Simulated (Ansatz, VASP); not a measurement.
## One calculation of WSe2, two programs

```
CELL_PARAMETERS angstrom
3.30381 0.00000 0.00000
-1.65190 2.86118 0.00000
0.00000 0.00000 13.35591
ATOMIC_POSITIONS crystal
W 0.66667 0.33333 0.75000
W 0.33333 0.66667 0.25000
Se 0.33333 0.66667 0.87447
Se 0.66667 0.33333 0.37447
Se 0.33333 0.66667 0.62553
Se 0.66667 0.33333 0.12553
```

Change from the starting cell: equal strain along all axes, cell held, atoms relaxed: +1.0 %.

Alike in both runs: functional PBEsol; k mesh 12 × 12 × 2; occupations gaussian, width 0.02 eV; no spin polarisation.

Ansatz relaxed the structure, and its values are those at the end. VASP's run is a single point on that final structure, the one shown.

```csv
,VASP,Ansatz
version,VASP 6.6.1,Ansatz 0.2.0
potentials or method,"VASP PAW PBE potentials, release 64 (W_sv, Se), cutoff 520 eV","scalar-relativistic, plane waves, PAW"
valence electrons in the cell,52,92
```

Ansatz gave:

| Item | Value |
| --- | --- |
| gap on the k mesh at the Fermi level (eV) | 1.08 |
| least direct gap on the mesh (eV) | 1.48 |
| pressure (GPa) | -1.6 |
| rms of the force components (eV/Å) | 0.000 |

Problem. Which values does VASP return?

Solution. gap on the k mesh at the Fermi level (eV): 1.08; least direct gap on the mesh (eV): 1.48; pressure (GPa): -1.2; rms of the force components (eV/Å): 0.028.

VASP's potentials were made for PBE, not for PBEsol. VASP's potentials hold 52 valence electrons a cell and Ansatz's 92, so a difference there can come from the potentials and not from the codes. Ansatz's warnings: stress scf threshold loose.

Spin-orbit coupling is off throughout.
